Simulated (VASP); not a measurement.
Set up this calculation in VASP 6.6.1, as the native input.

```yaml
Task: relaxation of cell and atoms
Functional: PBE
Potentials_or_basis: VASP PAW PBE potentials, release 64 (Au)
Cutoff: 600 eV
k_mesh: 8 × 8 × 8
Occupations: methfessel-paxton, width 0.05 eV
Spin: no spin polarisation
Target_pressure: 20 GPa
Dipole_correction: no
Further_INCAR_settings: ALGO = Normal; EDIFF = 1e-06; IBRION = 2; EDIFFG = -0.03; NSW = 80; ISIF = 3
```

The structure of Au lies in POSCAR:

```
Au
1.0
    0.0000000000      2.8000000000      2.8000000000
    2.8000000000      0.0000000000      2.8000000000
    2.8000000000      2.8000000000      0.0000000000
Au
2
Direct
    0.0000000000      0.0000000000      0.0000000000
    0.2500000000      0.2500000000      0.2500000000
```

The input as run:

INCAR

```
PREC     = Accurate       # precision mode
ENCUT    = 600            # plane-wave cutoff, eV
EDIFF    = 1E-6           # SCF threshold, eV
ISMEAR   = 1              # smearing method
SIGMA    = 0.05           # smearing width, eV
LREAL    = F              # projectors in reciprocal space
LASPH    = T              # aspherical terms in the spheres
NELM     = 60             # most SCF steps
ALGO     = Normal         # electronic algorithm
ISIF     = 3              # what is computed and relaxed
LWAVE    = F              # write WAVECAR
LCHARG   = F              # write CHGCAR
GGA      = PE             # functional
IBRION   = 2              # ionic algorithm
NSW      = 80             # ionic steps
EDIFFG   = -0.03          # ionic threshold
PSTRESS  = 200.0
```

KPOINTS

```
Automatic mesh
0
Gamma
  8 8 8
```

Potentials or basis: VASP PAW PBE potentials, release 64 (Au).

The run is started by

```sh
$ cat potpaw_PBE.64/Au/POTCAR > POTCAR
$ mpirun -np 1 vasp_std > vasp.out
```

It gave:

The relaxed volume is 23.73 Å³/atom, the relaxed cell is a = 4.064 Å, b = 4.064 Å, c = 4.064 Å, α = 60.00°, β = 60.00°, γ = 60.00° and the space group after relaxing (to 0.05 Å) is Fd-3m (No. 227). The energy change on relaxing (the enthalpy is what falls) is -294.4 meV/atom, the ionic steps are 4 and the pressure after relaxing is 19.9 GPa. The band gap on the k mesh is zero (band 11 reaches 5.39 eV, above the bottom of band 12 at 4.72 eV).

Caveat: the cell is relaxed towards a set pressure, so the enthalpy falls and the energy may rise; spin-orbit coupling is left out, which moves the levels of the heavy elements.

Wall time 88 s on 1 thread of Intel Xeon 8259CL, on a shared host, peak memory 0.19 GiB.
